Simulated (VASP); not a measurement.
Write the native input for VASP 6.6.1 that does the following.

* Task: single point
* Functional: PBE
* Potentials or basis: VASP PAW PBE potentials, release 64 (Al, C)
* Cutoff: 520 eV
* k mesh: 18 × 18 × 6
* Occupations: gaussian, width 0.1 eV
* Spin: no spin polarisation
* Dipole correction: no
* Further INCAR settings: ALGO = Normal; EDIFF = 1e-06; NBANDS = 17

The structure of Al2C3 lies in POSCAR:

```
Al2C3
1.0
    2.8650552747      0.0000000000      0.0000000000
   -1.4325276374      2.4812106512      0.0000000000
    0.0000000000      0.0000000000      6.0970511474
Al C
2 3
Direct
    0.3333333333      0.6666666667      0.1740130827
    0.6666666667      0.3333333333      0.8259869173
    0.0000000000      0.0000000000      0.0000000000
    0.3333333333      0.6666666667      0.5472805090
    0.6666666667      0.3333333333      0.4527194910
```

One way to write it, as run:

INCAR

```
SYSTEM = Al2C3
PREC = Accurate ; ENCUT = 520
EDIFF = 1E-6 ; ISMEAR = 0
SIGMA = 0.1 ; LREAL = .FALSE.
LASPH = .TRUE. ; NELM = 100
ALGO = Normal ; ISIF = 2
LWAVE = .FALSE. ; LCHARG = .FALSE.
GGA = PE ; NBANDS = 17
```

KPOINTS

```
Automatic mesh
0
G
  18 18 6
  0 0 0
```

Potentials or basis: VASP PAW PBE potentials, release 64 (Al, C).

The run is started by

```bash
$ cat potpaw_PBE.64/Al/POTCAR potpaw_PBE.64/C/POTCAR > POTCAR
$ mpirun -np 1 vasp_std > vasp.out
```

Results of the run:

```json
{
  "Pressure": "0.0 GPa",
  "Largest force": "0.008 eV/Å",
  "Band gap on the k mesh": "zero (bands 9 and 10 overlap by 0.65 eV)"
}
```

Wall time 99 s on 1 thread of AMD EPYC 9R14 (Zen 4) (shared host), peak memory 0.23 GiB.
